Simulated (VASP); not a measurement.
## MgO: single point with PBE

MgO:

```
Mg O
1.0
     0.00000    2.10905    2.10905
     2.10905    0.00000    2.10905
     2.10905    2.10905    0.00000
Mg O
1 1
Direct
  0.00000 0.00000 0.00000
  0.50000 0.50000 0.50000
```

```json
{"Program": "VASP 6.6.1", "Task": "single point", "Functional": "PBE", "Potentials or basis": "VASP PAW PBE potentials, release 64 (Mg_sv, O)", "Cutoff": "840 eV", "k mesh": "8 × 8 × 8", "Occupations": "gaussian, width 0.15 eV", "Spin": "no spin polarisation", "Dipole correction": "no", "Further INCAR settings": "ALGO = Normal; EDIFF = 1e-06; NBANDS = 15"}
```

```yaml
Pressure: 4.1 GPa
Band_gap_on_the_k_mesh: 4.70 eV
```

Levels at points of the mesh, in eV from the valence-band top:
```csv
k point,band 5,band 6,band 7,band 8,band 9,band 10,band 11,band 12
"(0.00, 0.00, 0.00)",-17.23,0.00,0.00,0.00,4.70,15.78,15.78,15.78
"(0.50, 0.00, 0.00)",-15.92,-4.59,-0.65,-0.65,7.88,12.57,16.29,16.29
"(0.50, 0.50, 0.00)",-15.71,-4.04,-1.33,-1.33,9.12,9.96,13.06,18.93
```

Wall time 14 s on 1 thread of AMD EPYC 7R13 Processor (Zen 3), on a shared host, peak memory 0.13 GiB.

Caveat: the cell stands under pressure.
